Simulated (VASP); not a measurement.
# AlP (F-43m) in VASP: single point with PBEsol

Aim: the single point of AlP with PBEsol.

Everything below comes from runs of VASP 6.6.1. Logs are shortened: lines on timing, memory, paths and dates and some standing lists are left out, and cuts for length are marked.

**1. The cell of the first run**

It takes space group F-43m (No. 216, cubic). The conventional cell has a = 5.451 Å, b = 5.451 Å, c = 5.451 Å, α = 90.00°, β = 90.00°, γ = 90.00°. Al (site symmetry -43m) has 4 P at 2.36 Å within 3.1 Å. P (site symmetry -43m) has 4 Al at 2.36 Å within 3.1 Å.

**2. Single point, PBEsol**

INCAR reads:

```
ALGO = Normal
EDIFF = 1E-6
ENCUT = 500
GGA = PS
GGA_COMPAT = False
ISIF = 2
ISMEAR = -1
LASPH = True
LCHARG = False
LREAL = False
LWAVE = False
NBANDS = 11
NELM = 120
PREC = Accurate
SIGMA = 0.01
```

KPOINTS reads:

```
k-points
0
Gamma
  2 2 2
```

POSCAR reads:

```
AlP
1.0
    0.0000000000      2.7255000000      2.7255000000
    2.7255000000      0.0000000000      2.7255000000
    2.7255000000      2.7255000000      0.0000000000
Al P
1 1
Direct
    0.0000000000      0.0000000000      0.0000000000
    0.2500000000      0.2500000000      0.2500000000
```

Potentials or basis: VASP PAW PBE potentials, release 64 (Al, P).

Run with:

```bash
> cat potpaw_PBE.64/Al/POTCAR potpaw_PBE.64/P/POTCAR > POTCAR
> mpirun -np 1 vasp_std > vasp.out
```

OUTCAR:

```text
EDIFF = 1E-6
   ENCUT = 500
   GGA = PS
   ISIF = 2
   ISMEAR = -1
   LASPH = True
   LREAL = False
   NELM = 120
   PREC = Accurate

 ion  position               nearest neighbor table
   1  0.000  0.000  0.000-   2 2.36   2 2.36   2 2.36   2 2.36
   2  0.250  0.250  0.250-   1 2.36   1 2.36   1 2.36   1 2.36

  LATTYP: Found a face centered cubic cell.
 ALAT       =     5.4510000000

  Lattice vectors:

 A1 = (   0.0000000000,   2.7255000000,   2.7255000000)
 A2 = (   2.7255000000,   0.0000000000,   2.7255000000)
 A3 = (   2.7255000000,   2.7255000000,   0.0000000000)

Analysis of symmetry for initial positions (statically):
=====================================================================
 Subroutine PRICEL returns:
 Original cell was already a primitive cell.

 Routine SETGRP: Setting up the symmetry group for a
 face centered cubic supercell.

 Subroutine GETGRP returns: Found 24 space group operations
 (whereof 24 operations were pure point group operations)
 out of a pool of 48 trial point group operations.

The static configuration has the point symmetry T_d .

Analysis of symmetry for dynamics (positions and initial velocities):
=====================================================================
 Subroutine PRICEL returns:
 Original cell was already a primitive cell.

 Routine SETGRP: Setting up the symmetry group for a
 face centered cubic supercell.

 Subroutine GETGRP returns: Found 24 space group operations
 (whereof 24 operations were pure point group operations)
 out of a pool of 48 trial point group operations.

The dynamic configuration has the point symmetry T_d .

 Subroutine INISYM returns: Found 24 space group operations
 (whereof 24 operations are pure point group operations),
 and found     1 'primitive' translations

----------------------------------------------------------------------------------------

                                     Primitive cell

  volume of cell :      40.4919

  direct lattice vectors                    reciprocal lattice vectors
     0.000000000  2.725500000  2.725500000    -0.183452578  0.183452578  0.183452578
     2.725500000  0.000000000  2.725500000     0.183452578 -0.183452578  0.183452578
     2.725500000  2.725500000  0.000000000     0.183452578  0.183452578 -0.183452578

  length of vectors
     3.854439064  3.854439064  3.854439064     0.317749185  0.317749185  0.317749185

  position of ions in fractional coordinates (direct lattice)
     0.000000000  0.000000000  0.000000000
     0.250000000  0.250000000  0.250000000

  ion indices of the primitive-cell ions
   primitive index   ion index
                 1           1
                 2           2

----------------------------------------------------------------------------------------

 KPOINTS: k-points

Automatic generation of k-mesh.
 Grid dimensions read from file:
 generate k-points for:    2    2    2

 Generating k-lattice:

  Cartesian coordinates                     Fractional coordinates (reciprocal lattice)
    -0.091726289  0.091726289  0.091726289     0.500000000  0.000000000  0.000000000
     0.091726289 -0.091726289  0.091726289     0.000000000  0.500000000  0.000000000
     0.091726289  0.091726289 -0.091726289     0.000000000  0.000000000  0.500000000

  Length of vectors
     0.158874593  0.158874593  0.158874593

  Shift w.r.t. Gamma in fractional coordinates (k-lattice)
     0.000000000  0.000000000  0.000000000

 Subroutine IBZKPT returns following result:
 ===========================================

 Found      3 irreducible k-points:

 Following reciprocal coordinates:
            Coordinates               Weight
  0.000000  0.000000  0.000000      1.000000
  0.500000  0.000000  0.000000      4.000000
  0.500000  0.500000  0.000000      3.000000
   k-points           NKPTS =      3   k-points in BZ     NKDIM =      3   number of bands    NBANDS=     11
   number of dos      NEDOS =    301   number of ions     NIONS =      2
   total plane-waves  NPLWV =  21952
   dimension x,y,z NGX =    28 NGY =   28 NGZ =   28
   dimension x,y,z NGXF=    56 NGYF=   56 NGZF=   56
   ions per type =               1   1
   NGX,Y,Z   is equivalent  to a cutoff of  12.08, 12.08, 12.08 a.u.
   NGXF,Y,Z  is equivalent  to a cutoff of  24.15, 24.15, 24.15 a.u.
 SYSTEM =  unknown system
   PREC   = accura    normal or accurate (medium, high low for compatibility)
   ISTART =      0    job   : 0-new  1-cont  2-samecut
   ICHARG =      2    charge: 1-file 2-atom 10-const
   ISPIN  =      1    spin polarized calculation?
   LNONCOLLINEAR =      F non collinear calculations
   LSORBIT =      F    spin-orbit coupling
   LASPH  =      T    aspherical Exc in radial PAW
   ENCUT  =  500.0 eV  36.75 Ry    6.06 a.u.   7.03  7.03  7.03*2*pi/ulx,y,z
   NELM   =    120;   NELMIN=  2; NELMDL= -5     # of ELM steps
   EDIFF  = 0.1E-05   stopping-criterion for ELM
   LREAL  =      F    real-space projection
   EDIFFG = 0.1E-04   stopping-criterion for IOM
   NSW    =      0    number of steps for IOM
   IBRION =     -1    ionic relax: 0-MD 1-quasi-New 2-CG
   NFREE  =      0    steps in history (QN), initial steepest desc. (CG)
   ISIF   =      2    stress and relaxation
   ISYM   =      2    0-nonsym 1-usesym 2-fastsym
   POTIM  = 0.5000    time-step for ionic-motion
   TEBEG  =    0.0;   TEEND  =   0.0 temperature during run
   PSTRESS=    0.0 pullay stress
   NELECT =       8.0000    total number of electrons
   NUPDOWN=      -1.0000    fix difference up-down
   EMIN   =  10.00;   EMAX   =-10.00  energy-range for DOS
   EFERMI =   0.00;   METHOD = LEGACY
   ISMEAR =    -1;   SIGMA  =   0.01  broadening in eV -4-tet -1-fermi 0-gaus
   EFERMI_NEDOS =   21; number of points for ismear=-14 and -15
   IALGO  =     38    algorithm
   IMIX   =      4    mixing-type and parameters
     AMIX     =   0.40;   BMIX     =  1.00
     AMIX_MAG =   1.60;   BMIX_MAG =  1.00
  volume/ion in A,a.u.               =      20.25       136.63
  Fermi-wavevector in a.u.,A,eV,Ry     =   0.953488  1.801831 12.369596  0.909140
  Thomas-Fermi vector in A             =   2.082148
   LORBIT       =      0    0 simple, 1 ext, 2 COOP (PROOUT), +10 PAW based schemes
   GGA     = PS    functional components
   LHFCALC =     F    Hartree Fock is set to
   AEXX    =    0.0000 exact exchange contribution
   IVDW    =     0    specifies the selected vdW correction
   LEPSILON=     F    determine dielectric tensor
   LRPA    =     F    only Hartree local field effects (RPA)
 non-spin polarized calculation
  energy-cutoff  :      500.00
  volume of cell :       40.49
 maximum number of plane-waves:      1056
 NGX is ok and might be reduce to    28
   NGX = 13   NGY = 13   NGZ = 13

 number of electron       8.0000000 magnetization

 Free energy of the ion-electron system (eV)
  ---------------------------------------------------
  ext. energy  EPLUGINS =         0.00000000
  ---------------------------------------------------
  free energy    TOTEN  =        -9.09471328 eV

  energy without entropy =       -9.09471328  energy(sigma->0) =       -9.09471328

 E-fermi :   5.2505     XC(G=0):  -9.2337

 val. band max:        4.9492197881   @ k =   0.0000   0.0000   0.0000
 cond. band min:       6.1280120862   @ k =   0.5000   0.5000   0.0000
 fundamental gap:      1.1787922981
 Fermi energy:         5.2505334035

 k-point     1 :       0.0000    0.0000    0.0000
  band No.  band energies     occupation
      1      -6.6646      2.00000
      2       4.9492      2.00000
      3       4.9492      2.00000
      4       4.9492      2.00000
      5       8.1248      0.00000
      6       9.2212      0.00000
      7       9.2212      0.00000
      8       9.2212      0.00000
      9      13.5437      0.00000
     10      13.5437      0.00000
     11      14.8672      0.00000

 k-point     2 :       0.5000    0.0000    0.0000
  band No.  band energies     occupation
      1      -4.8836      2.00000
      2      -0.8276      2.00000
      3       4.1419      2.00000
      4       4.1419      2.00000
      5       7.5314      0.00000
      6       9.4488      0.00000
      7       9.4488      0.00000
      8      12.8635      0.00000
      9      16.3233      0.00000
     10      16.3233      0.00000
     11      16.6305      0.00000

 k-point     3 :       0.5000    0.5000    0.0000
  band No.  band energies     occupation
      1      -4.1705      2.00000
      2      -0.5794      2.00000
      3       2.7216      2.00000
      4       2.7216      2.00000
      5       6.1280      0.00000
      6       7.0997      0.00000
      7      15.8216      0.00000
      8      15.8216      0.00000
      9      16.9375      0.00000
     10      16.9375      0.00000
     11      16.9814      0.00000

------------------------ aborting loop because EDIFF is reached ----------------------------------------

  FORCE on cell =-STRESS in cart. coord.  units (eV):
  Direction    XX          YY          ZZ          XY          YZ          ZX
  --------------------------------------------------------------------------------------
  -------------------------------------------------------------------------------------
  Total        1.8291220      1.8291220      1.8291220      0.0000000      0.0000000      0.0000000
  in kB       72.3743544     72.3743544     72.3743544      0.0000000      0.0000000      0.0000000
  external PRESSURE =      72.3743544 kB  Pullay stress =       0.0000000 kB

 VOLUME and BASIS-vectors are now :
 -----------------------------------------------------------------------------
  energy-cutoff  :      500.00
  volume of cell :       40.49
      direct lattice vectors                 reciprocal lattice vectors
     0.000000000  2.725500000  2.725500000    -0.183452578  0.183452578  0.183452578
     2.725500000  0.000000000  2.725500000     0.183452578 -0.183452578  0.183452578
     2.725500000  2.725500000  0.000000000     0.183452578  0.183452578 -0.183452578

 POSITION                                       TOTAL-FORCE (eV/Angst)
 -----------------------------------------------------------------------------------
      0.00000      0.00000      0.00000        -0.000000      0.000000     -0.000000
      1.36275      1.36275      1.36275         0.000000     -0.000000      0.000000
 -----------------------------------------------------------------------------------
    total drift:                                0.000000      0.000000      0.000000

  FREE ENERGIE OF THE ION-ELECTRON SYSTEM (eV)
  ---------------------------------------------------
  free  energy   TOTEN  =        -9.0947132757 eV

  energy  without entropy=       -9.0947132757  energy(sigma->0) =       -9.09471328
```

It took 2 s on 1 thread of Intel Xeon 6975P-C (Granite Rapids), shared host; peak memory 0.14 GiB.

Results:

* Free energy: -9.0947 eV
* Pressure: 7.2 GPa
* Band gap on the k mesh: 1.18 eV, indirect (least direct gap 3.18 eV)

Caveat: the k points lie up to 1.00 Å⁻¹ apart; the PAW data sets were made with another functional, which shifts forces and pressure a little. A k mesh can miss the band edges.
